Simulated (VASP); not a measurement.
Set up this calculation in VASP 6.6.1, as the native input.

* Task: relaxation of cell and atoms
* Functional: PBE
* Potentials or basis: VASP PAW PBE potentials, release 64 (Ca_sv, S)
* Cutoff: 500 eV
* k mesh: 8 × 8 × 8
* Occupations: fermi-dirac, width 0.02 eV
* Spin: no spin polarisation
* Dipole correction: no
* Further INCAR settings: ALGO = Normal; EDIFF = 1e-07; IBRION = 2; EDIFFG = -0.005; NSW = 80; ISIF = 3

The structure of CaS lies in POSCAR:

```
CaS
1.0
    0.0000000000      2.8523742917      2.8523742917
    2.8523742917      0.0000000000      2.8523742917
    2.8523742917      2.8523742917      0.0000000000
Ca S
1 1
Direct
    0.0000000000      0.0000000000      0.0000000000
    0.5000000000      0.5000000000      0.5000000000
```

The input as run:

INCAR

```
PREC     = Accurate       # precision mode
ENCUT    = 500            # plane-wave cutoff, eV
EDIFF    = 1E-7           # SCF threshold, eV
ISMEAR   = -1             # smearing method
SIGMA    = 0.02           # smearing width, eV
LREAL    = False          # projectors in reciprocal space
LASPH    = True           # aspherical terms in the spheres
NELM     = 120            # most SCF steps
ALGO     = Normal         # electronic algorithm
ISIF     = 3              # what is computed and relaxed
LWAVE    = False          # write WAVECAR
LCHARG   = False          # write CHGCAR
GGA      = PE             # functional
IBRION   = 2              # ionic algorithm
NSW      = 80             # ionic steps
EDIFFG   = -0.005         # ionic threshold
GGA_COMPAT= False        
NELMIN   = 4
```

KPOINTS

```
regular mesh
0
Gamma
  8 8 8
```

Potentials or basis: VASP PAW PBE potentials, release 64 (Ca_sv, S).

Run with:

```console
$ cat potpaw_PBE.64/Ca_sv/POTCAR potpaw_PBE.64/S/POTCAR > POTCAR
$ mpirun -np 1 vasp_std > vasp.out
```

Results of the run:

* Relaxed volume: 23.35 Å³/atom
* Relaxed cell: a = 4.042 Å, b = 4.042 Å, c = 4.042 Å, α = 60.00°, β = 60.00°, γ = 60.00°
* Space group after relaxing (to 0.05 Å): Fm-3m (No. 225)
* Energy gained by relaxing: 0.2 meV/atom
* Ionic steps: 3
* Pressure after relaxing: 0.0 GPa
* Band gap on the k mesh: 2.38 eV, indirect (least direct gap 3.18 eV)

Run time: 77 s on 1 thread of Intel Xeon 8259CL, on a shared host, peak memory 0.18 GiB.
